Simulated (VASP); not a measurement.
# HfTe6Mo (P-31m) in VASP: single point with PBE

Aim: the single point of HfTe6Mo with PBE.

Everything below comes from runs of VASP 6.6.1. Logs are shortened: lines on timing, memory, paths and dates and some standing lists are left out, and cuts for length are marked.

### Step 1. The cell of the first run

It takes space group P-31m (No. 162, trigonal). Conventional cell: a = 6.679 Å, b = 6.679 Å, c = 6.188 Å, α = 90.00°, β = 90.00°, γ = 120.00°. Within 3.8 Å of Hf (site symmetry -3m) lie 6 Te at 2.85 Å and 2 Mo at 3.09 Å. Te (site symmetry m) has 1 Mo at 2.75 Å and 1 Hf at 2.85 Å and 12 Te at 3.54 to 4.04 Å within 4.1 Å. Within 3.6 Å of Mo (site symmetry -3m) lie 6 Te at 2.75 Å and 2 Hf at 3.09 Å.

### Step 2. Single point, PBE

INCAR

```
SYSTEM = HfTe6Mo
PREC     = Accurate       ! precision mode
ENCUT    = 500            ! plane-wave cutoff, eV
EDIFF    = 1E-6           ! SCF threshold, eV
ISMEAR   = 0              ! smearing method
SIGMA    = 0.2            ! smearing width, eV
LREAL    = .False.        ! projectors in reciprocal space
LASPH    = .True.         ! aspherical terms in the spheres
NELM     = 120            ! most SCF steps
ALGO     = Normal         ! electronic algorithm
ISIF     = 2              ! what is computed and relaxed
LWAVE    = .False.        ! write WAVECAR
LCHARG   = .False.        ! write CHGCAR
GGA      = PE             ! functional
NBANDS   = 40             ! bands
GGA_COMPAT= .False.
```

KPOINTS

```
Automatic mesh
0
Gamma
  3 3 3
  0 0 0
```

POSCAR

```
HfTe6Mo
1.0
    6.6793314208      0.0000000000      0.0000000000
   -3.3396657104      5.7844706907      0.0000000000
    0.0000000000      0.0000000000      6.1876383915
Hf Te Mo
1 6 1
Direct
    0.0000000000      0.0000000000      0.0000000000
    0.3491347616      0.0000000000      0.2644376840
    0.0000000000      0.6508652384      0.7355623160
    0.3491347616      0.3491347616      0.7355623160
    0.0000000000      0.3491347616      0.2644376840
    0.6508652384      0.6508652384      0.2644376840
    0.6508652384      0.0000000000      0.7355623160
    0.0000000000      0.0000000000      0.5000000000
```

Potentials or basis: VASP PAW PBE potentials, release 64 (Hf_pv, Te, Mo_sv).

The run is started by

```console
$ cat potpaw_PBE.64/Hf_pv/POTCAR potpaw_PBE.64/Te/POTCAR potpaw_PBE.64/Mo_sv/POTCAR > POTCAR
$ mpirun -np 1 vasp_std > vasp.out
```

OUTCAR:

```text
SYSTEM = HfTe6Mo
   PREC = Accurate
   ENCUT = 500
   EDIFF = 1E-6
   ISMEAR = 0
   LREAL = .False.
   LASPH = .True.
   NELM = 120
   ISIF = 2
   GGA = PE

 ion  position               nearest neighbor table
   1  0.000  0.000  0.000-   3 2.85   4 2.85   5 2.85   6 2.85   2 2.85   7 2.85   8 3.09   8 3.09

   2  0.349  0.000  0.264-   8 2.75   1 2.85   7 3.54
   3  0.000  0.651  0.736-   8 2.75   1 2.85   5 3.54
   4  0.349  0.349  0.736-   8 2.75   1 2.85   6 3.54
   5  0.000  0.349  0.264-   8 2.75   1 2.85   3 3.54
   6  0.651  0.651  0.264-   8 2.75   1 2.85   4 3.54
   7  0.651  0.000  0.736-   8 2.75   1 2.85   2 3.54
   8  0.000  0.000  0.500-   3 2.75   4 2.75   5 2.75   6 2.75   2 2.75   7 2.75   1 3.09   1 3.09

  LATTYP: Found a hexagonal cell.
 ALAT       =     6.6793314208
 C/A-ratio  =     0.9263858913

  Lattice vectors:

 A1 = (   6.6793314208,   0.0000000000,   0.0000000000)
 A2 = (  -3.3396657104,   5.7844706907,   0.0000000000)
 A3 = (   0.0000000000,   0.0000000000,   6.1876383915)

Analysis of symmetry for initial positions (statically):
=====================================================================
 Subroutine PRICEL returns:
 Original cell was already a primitive cell.

 Routine SETGRP: Setting up the symmetry group for a
 hexagonal supercell.

 Subroutine GETGRP returns: Found 12 space group operations
 (whereof 12 operations were pure point group operations)
 out of a pool of 24 trial point group operations.

The static configuration has the point symmetry D_3d.

Analysis of symmetry for dynamics (positions and initial velocities):
=====================================================================
 Subroutine PRICEL returns:
 Original cell was already a primitive cell.

 Routine SETGRP: Setting up the symmetry group for a
 hexagonal supercell.

 Subroutine GETGRP returns: Found 12 space group operations
 (whereof 12 operations were pure point group operations)
 out of a pool of 24 trial point group operations.

The dynamic configuration has the point symmetry D_3d.

 Subroutine INISYM returns: Found 12 space group operations
 (whereof 12 operations are pure point group operations),
 and found     1 'primitive' translations

----------------------------------------------------------------------------------------

                                     Primitive cell

  volume of cell :     239.0681

  direct lattice vectors                    reciprocal lattice vectors
     6.679331421  0.000000000  0.000000000     0.149715583  0.086438332  0.000000000
    -3.339665710  5.784470691  0.000000000     0.000000000  0.172876665  0.000000000
     0.000000000  0.000000000  6.187638392     0.000000000  0.000000000  0.161612547

  length of vectors
     6.679331421  6.679331421  6.187638392     0.172876665  0.172876665  0.161612547

  position of ions in fractional coordinates (direct lattice)
     0.000000000  0.000000000  0.000000000
     0.349134762  0.000000000  0.264437684
     0.000000000  0.650865238  0.735562316
     0.349134762  0.349134762  0.735562316
     0.000000000  0.349134762  0.264437684
     0.650865238  0.650865238  0.264437684
     0.650865238  0.000000000  0.735562316
     0.000000000  0.000000000  0.500000000

  ion indices of the primitive-cell ions
   primitive index   ion index
                 1           1
                 2           2
                 3           3
                 4           4
                 5           5
                 6           6
                 7           7
                 8           8

----------------------------------------------------------------------------------------

 KPOINTS: Automatic mesh

Automatic generation of k-mesh.
 Grid dimensions read from file:
 generate k-points for:    3    3    3

 Generating k-lattice:

  Cartesian coordinates                     Fractional coordinates (reciprocal lattice)
     0.049905194  0.028812777  0.000000000     0.333333333  0.000000000  0.000000000
     0.000000000  0.057625555  0.000000000     0.000000000  0.333333333  0.000000000
     0.000000000  0.000000000  0.053870849     0.000000000  0.000000000  0.333333333

  Length of vectors
     0.057625555  0.057625555  0.053870849

  Shift w.r.t. Gamma in fractional coordinates (k-lattice)
     0.000000000  0.000000000  0.000000000

 Subroutine IBZKPT returns following result:
 ===========================================

 Found      7 irreducible k-points:

 Following reciprocal coordinates:
            Coordinates               Weight
  0.000000  0.000000  0.000000      1.000000
  0.333333  0.000000  0.000000      6.000000
  0.333333  0.333333  0.000000      2.000000
  0.000000  0.000000  0.333333      2.000000
  0.333333  0.000000  0.333333     12.000000
  0.333333  0.333333  0.333333      2.000000
 -0.333333 -0.333333  0.333333      2.000000
   k-points           NKPTS =      7   k-points in BZ     NKDIM =      7   number of bands    NBANDS=     40
   number of dos      NEDOS =    301   number of ions     NIONS =      8
   total plane-waves  NPLWV = 120000
   dimension x,y,z NGX =    50 NGY =   50 NGZ =   48
   dimension x,y,z NGXF=   100 NGYF=  100 NGZF=   96
   ions per type =               1   6   1
   NGX,Y,Z   is equivalent  to a cutoff of  12.44, 12.44, 12.90 a.u.
   NGXF,Y,Z  is equivalent  to a cutoff of  24.89, 24.89, 25.79 a.u.
 SYSTEM =  HfTe6Mo
   PREC   = accura    normal or accurate (medium, high low for compatibility)
   ISTART =      0    job   : 0-new  1-cont  2-samecut
   ICHARG =      2    charge: 1-file 2-atom 10-const
   ISPIN  =      1    spin polarized calculation?
   LNONCOLLINEAR =      F non collinear calculations
   LSORBIT =      F    spin-orbit coupling
   LASPH  =      T    aspherical Exc in radial PAW
   ENCUT  =  500.0 eV  36.75 Ry    6.06 a.u.  12.18 12.18 11.28*2*pi/ulx,y,z
   NELM   =    120;   NELMIN=  2; NELMDL= -5     # of ELM steps
   EDIFF  = 0.1E-05   stopping-criterion for ELM
   LREAL  =      F    real-space projection
   EDIFFG = 0.1E-04   stopping-criterion for IOM
   NSW    =      0    number of steps for IOM
   IBRION =     -1    ionic relax: 0-MD 1-quasi-New 2-CG
   NFREE  =      0    steps in history (QN), initial steepest desc. (CG)
   ISIF   =      2    stress and relaxation
   ISYM   =      2    0-nonsym 1-usesym 2-fastsym
   POTIM  = 0.5000    time-step for ionic-motion
   TEBEG  =    0.0;   TEEND  =   0.0 temperature during run
   PSTRESS=    0.0 pullay stress
   NELECT =      60.0000    total number of electrons
   NUPDOWN=      -1.0000    fix difference up-down
   EMIN   =  10.00;   EMAX   =-10.00  energy-range for DOS
   EFERMI =   0.00;   METHOD = LEGACY
   ISMEAR =     0;   SIGMA  =   0.20  broadening in eV -4-tet -1-fermi 0-gaus
   EFERMI_NEDOS =   21; number of points for ismear=-14 and -15
   IALGO  =     38    algorithm
   IMIX   =      4    mixing-type and parameters
     AMIX     =   0.40;   BMIX     =  1.00
     AMIX_MAG =   1.60;   BMIX_MAG =  1.00
  volume/ion in A,a.u.               =      29.88       201.66
  Fermi-wavevector in a.u.,A,eV,Ry     =   1.032646  1.951418 14.508674  1.066357
  Thomas-Fermi vector in A             =   2.166854
   LORBIT       =      0    0 simple, 1 ext, 2 COOP (PROOUT), +10 PAW based schemes
   GGA     = PE    functional components
   LHFCALC =     F    Hartree Fock is set to
   AEXX    =    0.0000 exact exchange contribution
   IVDW    =     0    specifies the selected vdW correction
   LEPSILON=     F    determine dielectric tensor
   LRPA    =     F    only Hartree local field effects (RPA)
 non-spin polarized calculation
 Gauss-broadening in eV      SIGMA  =   0.20
  energy-cutoff  :      500.00
  volume of cell :      239.07
 maximum number of plane-waves:      6087
 NGX is ok and might be reduce to    50
   NGX = 25   NGY = 25   NGZ = 23

 number of electron      60.0000001 magnetization

 Free energy of the ion-electron system (eV)
  ---------------------------------------------------
  ext. energy  EPLUGINS =         0.00000000
  ---------------------------------------------------
  free energy    TOTEN  =       -41.41326158 eV

  energy without entropy =      -41.35400316  energy(sigma->0) =      -41.38363237

 E-fermi :   5.9673     XC(G=0):  -9.6539

 val. band max:        5.8420504452   @ k =   0.3333   0.3333   0.0000
 cond. band min:       6.0536908006   @ k =   0.0000   0.0000   0.3333
 fundamental gap:      0.2116403554
 Fermi energy:         5.9672922666

 k-point     1 :       0.0000    0.0000    0.0000
  band No.  band energies     occupation
      1     -55.2221      2.00000
      2     -29.3656      2.00000
      3     -29.3656      2.00000
      4     -29.2369      2.00000
      5     -24.8988      2.00000
      6     -24.8988      2.00000
[... 32 lines left out ...]
     39       8.7719      0.00000
     40      10.1511      0.00000

 k-point     2 :       0.3333    0.0000    0.0000
  band No.  band energies     occupation
      1     -55.2221      2.00000
      2     -29.3656      2.00000
      3     -29.3656      2.00000
      4     -29.2369      2.00000
      5     -24.8989      2.00000
      6     -24.8988      2.00000
[... 32 lines left out ...]
     39       9.6025      0.00000
     40      10.4131      0.00000

 k-point     3 :       0.3333    0.3333    0.0000
  band No.  band energies     occupation
      1     -55.2221      2.00000
      2     -29.3656      2.00000
      3     -29.3656      2.00000
      4     -29.2369      2.00000
      5     -24.8988      2.00000
      6     -24.8988      2.00000
[... 32 lines left out ...]
     39       9.8513      0.00000
     40      11.1319      0.00000

 k-point     4 :       0.0000    0.0000    0.3333
  band No.  band energies     occupation
      1     -55.2221      2.00000
      2     -29.3656      2.00000
      3     -29.3656      2.00000
      4     -29.2318      2.00000
      5     -24.8990      2.00000
      6     -24.8990      2.00000
[... 32 lines left out ...]
     39       9.1353      0.00000
     40      10.9301      0.00000

 k-point     5 :       0.3333    0.0000    0.3333
  band No.  band energies     occupation
      1     -55.2221      2.00000
      2     -29.3656      2.00000
      3     -29.3656      2.00000
      4     -29.2318      2.00000
      5     -24.8990      2.00000
      6     -24.8990      2.00000
[... 32 lines left out ...]
     39       9.1124      0.00000
     40      10.0763      0.00000

 k-point     6 :       0.3333    0.3333    0.3333
  band No.  band energies     occupation
      1     -55.2221      2.00000
      2     -29.3656      2.00000
      3     -29.3656      2.00000
      4     -29.2318      2.00000
      5     -24.8990      2.00000
      6     -24.8990      2.00000
[... 32 lines left out ...]
     39       8.7205      0.00000
     40      10.8778      0.00000

 k-point     7 :      -0.3333   -0.3333    0.3333
  band No.  band energies     occupation
      1     -55.2221      2.00000
      2     -29.3656      2.00000
      3     -29.3656      2.00000
      4     -29.2318      2.00000
      5     -24.8990      2.00000
      6     -24.8990      2.00000
[... 32 lines left out ...]
     39       9.0553      0.00000
     40      10.1259      0.00000

------------------------ aborting loop because EDIFF is reached ----------------------------------------

  FORCE on cell =-STRESS in cart. coord.  units (eV):
  Direction    XX          YY          ZZ          XY          YZ          ZX
  --------------------------------------------------------------------------------------
  -------------------------------------------------------------------------------------
  Total       -0.1999062     -0.1999062     -0.2131608      0.0000000      0.0000000      0.0000000
  in kB       -1.3397238     -1.3397238     -1.4285532      0.0000000      0.0000000      0.0000000
  external PRESSURE =      -1.3693336 kB  Pullay stress =       0.0000000 kB

 VOLUME and BASIS-vectors are now :
 -----------------------------------------------------------------------------
  energy-cutoff  :      500.00
  volume of cell :      239.07
      direct lattice vectors                 reciprocal lattice vectors
     6.679331421  0.000000000  0.000000000     0.149715583  0.086438332  0.000000000
    -3.339665710  5.784470691  0.000000000     0.000000000  0.172876665  0.000000000
     0.000000000  0.000000000  6.187638392     0.000000000  0.000000000  0.161612547

 POSITION                                       TOTAL-FORCE (eV/Angst)
 -----------------------------------------------------------------------------------
      0.00000      0.00000      0.00000         0.000000     -0.000000      0.000000
      2.33199      0.00000      1.63624        -0.008351     -0.000000     -0.003513
     -2.17367      3.76491      4.55139        -0.004176      0.007233      0.003513
      1.16599      2.01956      4.55139        -0.004176     -0.007233      0.003513
     -1.16599      2.01956      1.63624         0.004176     -0.007233     -0.003513
      2.17367      3.76491      1.63624         0.004176      0.007233     -0.003513
      4.34734      0.00000      4.55139         0.008351      0.000000      0.003513
      0.00000      0.00000      3.09382         0.000000     -0.000000      0.000000
 -----------------------------------------------------------------------------------
    total drift:                                0.000000      0.000000     -0.000000

  FREE ENERGIE OF THE ION-ELECTRON SYSTEM (eV)
  ---------------------------------------------------
  free  energy   TOTEN  =       -41.4132615759 eV

  energy  without entropy=      -41.3540031650  energy(sigma->0) =      -41.38363237
```

It took 3.2 min on 1 thread of Intel Xeon 8259CL, shared host; peak memory 0.36 GiB.

Results:

```yaml
Free_energy: -41.4133 eV
Pressure: -0.1 GPa
Largest_force: 0.009 eV/Å
Band_gap_on_the_k_mesh: zero (bands 30 and 31 overlap by 0.88 eV)
```

Forces in eV/Å, atoms in the order of the input:
```
Hf   0.000  0.000  0.000
Te  -0.008  0.000 -0.004
Te  -0.004  0.007  0.004
Te  -0.004 -0.007  0.004
Te   0.004 -0.007 -0.004
Te   0.004  0.007 -0.004
Te   0.008  0.000  0.004
Mo   0.000  0.000  0.000
```

Caveat: the k points lie up to 0.36 Å⁻¹ apart, too coarse for converged energies and pressures of a metal; spin-orbit coupling is left out, which moves the levels of the heavy elements.

The gap in the log of VASP goes by the Fermi energy; the results here count the filled bands.